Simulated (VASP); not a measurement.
Input of a VASP 6.6.1 run:

Contents of INCAR:

```
SYSTEM = Hf4C
ALGO = Normal ; EDIFF = 1E-7
ENCUT = 520 ; GGA = PE
ISIF = 2 ; ISMEAR = 0
LASPH = .True. ; LCHARG = .False.
LREAL = .False. ; LWAVE = .False.
NBANDS = 30 ; NELM = 60
PREC = Accurate ; SIGMA = 0.1
```

KPOINTS

```
k-points
0
Gamma
  10 10 10
  0 0 0
```

File POSCAR:

```
Hf4C
1.0
    0.0000000000      3.4941174803      5.2769181527
    2.9523692086      0.0000000000      5.2769181527
    2.9523692086      3.4941174803      0.0000000000
Hf C
4 1
Direct
    0.2932844658      0.7067155342      0.2932844658
    0.7067155342      0.2932844658      0.7067155342
    0.7500000000      0.7500000000      0.7500000000
    0.2500000000      0.2500000000      0.2500000000
    0.0000000000      0.0000000000      0.0000000000
```

Potentials or basis: VASP PAW PBE potentials, release 64 (Hf_pv, C).

Run with:

```console
$ cat potpaw_PBE.64/Hf_pv/POTCAR potpaw_PBE.64/C/POTCAR > POTCAR
$ mpirun -np 1 vasp_std > vasp.out
```

(1) Predict the band gap on the k mesh.

(2) What does it give for the pressure?

Results:

(1) zero (bands 22 and 23 overlap by 0.28 eV).

(2) -0.2 GPa.

Caveat: spin-orbit coupling is left out, which moves the levels of the heavy elements.
